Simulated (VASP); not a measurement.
Here is a VASP 6.6.1 calculation.

File INCAR:

```
  ALGO = Normal
  EDIFF = 1E-7
  ENCUT = 520
  GGA = RE
  ISIF = 2
  ISMEAR = -1
  LASPH = T
  LCHARG = F
  LREAL = F
  LWAVE = F
  NBANDS = 30
  NELM = 80
  PREC = Accurate
  SIGMA = 0.1
```

Contents of KPOINTS:

```
k-points
0
Gamma
  16 16 5
```

Contents of POSCAR:

```
Cu
1.0
    2.6894409233      0.0000000000      0.0000000000
   -1.3447204616      2.3291241615      0.0000000000
    0.0000000000      0.0000000000      8.7815266180
Cu
4
Direct
    0.0000000000      0.0000000000      0.0000000000
    0.0000000000      0.0000000000      0.5000000000
    0.3333333333      0.6666666667      0.2500000000
    0.6666666667      0.3333333333      0.7500000000
```

Potentials or basis: VASP PAW PBE potentials, release 64 (Cu).

The run is started by

```console
$ cat potpaw_PBE.64/Cu/POTCAR > POTCAR
$ mpirun -np 1 vasp_std > vasp.out
```

Q: Predict the band gap on the k mesh.

A: Zero (bands 22 and 23 overlap by 4.81 eV).

Q: Estimate the pressure.

A: -10.4 GPa.

Caveat: the cell stands under tension; the PAW data sets were made with another functional, which shifts forces and pressure a little.
